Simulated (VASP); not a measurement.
The system is CaF.

```
CELL_PARAMETERS angstrom
1.90293 -2.61433 0.00000
1.90293 2.61433 0.00000
0.00000 0.00000 3.87444
ATOMIC_POSITIONS crystal
Ca 0.00000 0.00000 0.50000
F 0.50000 0.50000 0.00000
```

The cell was generated, and may not be a known phase.

```yaml
Program: VASP 6.6.1
Task: relaxation of cell and atoms
Functional: PBE
Potentials_or_basis: VASP PAW PBE potentials, release 64 (Ca_sv, F_h)
Cutoff: 1350 eV
k_mesh: 6 × 6 × 4
Occupations: gaussian, width 0.1 eV
Spin: no spin polarisation
```

At the start: pressure 0.0 GPa; volume 19.27 Å³/atom.

Q: Where does the relaxation end?

A: Over 11 steps the energy falls by 450.7 meV/atom and the volume is 21.46 Å³/atom (+11.3 %); space group Cmmm (No. 65, to 0.1 Å) before and after.

The path:
| step | energy change (eV) | largest force (eV/Å) | pressure (GPa) | volume (Å³) |
| --- | --- | --- | --- | --- |
| 1 | 0.0000 | 0.0000 | 0.02 | 38.55 |
| 2 | -0.2586 | 0.0000 | 0.50 | 38.45 |
| 3 | -0.7409 | 0.0000 | 6.06 | 36.83 |
| 4 | -0.7135 | 0.0000 | 9.85 | 36.07 |
| 5 | -0.8215 | 0.0000 | 5.82 | 39.17 |
| 6 | -0.8294 | 0.0000 | 4.22 | 40.46 |
| 7 | -0.8899 | 0.0000 | 1.56 | 41.90 |
| 8 | -0.9010 | 0.0000 | -0.18 | 43.09 |
| 9 | -0.9013 | 0.0000 | 0.03 | 42.94 |
| 10 | -0.9013 | 0.0000 | 0.10 | 42.89 |
| 11 | -0.9014 | 0.0000 | 0.07 | 42.92 |

Final structure:
```
Ca F
1.0
     1.65685   -3.72595    0.00000
     1.65685    3.72595    0.00000
     0.00000    0.00000    3.47612
Ca F
1 1
Direct
  0.00000 0.00000 0.50000
  0.50000 0.50000 0.00000
```

Caveat: the k points lie up to 0.45 Å⁻¹ apart in the final cell, too coarse for converged energies and pressures of a metal; a cell axis changed by over 15 % at a fixed basis, so the end point is rough; an odd number of electrons without spin polarisation forces a metal; a magnetic or distorted state may lie lower.
